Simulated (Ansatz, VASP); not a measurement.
# Two plane-wave programs on InGaN

The input INCAR:

```
SYSTEM = InGaN
PREC = Accurate
ENCUT = 1330
EDIFF = 1E-7
ISMEAR = 0
SIGMA = 0.1
LREAL = .FALSE.
LASPH = .TRUE.
NELM = 120
ALGO = Normal
ISIF = 3
LWAVE = .FALSE.
LCHARG = .FALSE.
GGA = PE
IBRION = 2
NSW = 90
EDIFFG = -0.04
GGA_COMPAT = .FALSE.
NELMIN = 4
```

The input KPOINTS:

```
Automatic mesh
0
G
  4 4 6
  0 0 0
```

Contents of POSCAR:

```
InGaN
1.0
    4.0760187700      0.0000000000      0.0000000000
    0.0000000000      4.0760187700      0.0000000000
    0.0000000000      0.0000000000      3.6488622200
In Ga N
1 1 1
Direct
    0.0000000000      0.0000000000      0.5000000000
    0.5000000000      0.5000000000      0.0000000000
    0.0000000000      0.0000000000      0.0000000000
```

Input for Ansatz:

```yaml
crystal:
  lattice:
    - [4.07601877, 0.0, 0.0]
    - [0.0, 4.07601877, 0.0]
    - [0.0, 0.0, 3.64886222]
  atoms:
    - { symbol: In, position: [0.0, 0.0, 0.5] }
    - { symbol: Ga, position: [0.5, 0.5, 0.0] }
    - { symbol: "N", position: [0.0, 0.0, 0.0] }
basis:
  ecutwfc: 420
kpoints:
  mp_grid: { grid: [4, 4, 6] }
hamiltonian:
  xc: pbe
scf:
  occupations: { method: gaussian, width: 0.1 }
  lower_state_search: "off"
output:
  forces: true
  stress: true
  eigenvalues: true
relax:
  adjacent_minimum: "off"
  f_tol: 0.04
  max_steps: 70
  cell: { stress_tol: 0.4 }
```

Alike in both runs: task relaxation of cell and atoms; functional PBE; k mesh 4 × 4 × 6; occupations gaussian, width 0.1 eV; no spin polarisation.

|  | VASP | Ansatz |
| --- | --- | --- |
| version | VASP 6.6.1 | Ansatz 0.2.0 |
| potentials or method | VASP PAW PBE potentials, release 64 (In_d, Ga_d, N_h), cutoff 1330 eV | scalar-relativistic, plane waves, PAW |
| valence electrons in the cell | 31 | 31 |

```tsv
	VASP	Ansatz	Ansatz less VASP
gap on the k mesh at the Fermi level, each at its own relaxed structure (eV)	none	none	-
relaxed volume (Å³/atom)	16.61	17.04	+0.435
relaxed length of the cell vector where the two differ most in proportion (Å)	5.771	5.952	+0.1809
```

A gap of «none» marks a metal or a gap that the smearing closes.

The k mesh is coarse, so the values compare programs but aren't converged. Noted on VASP's run: the volume moved by over 15 % at a fixed basis, so the end points are rough.
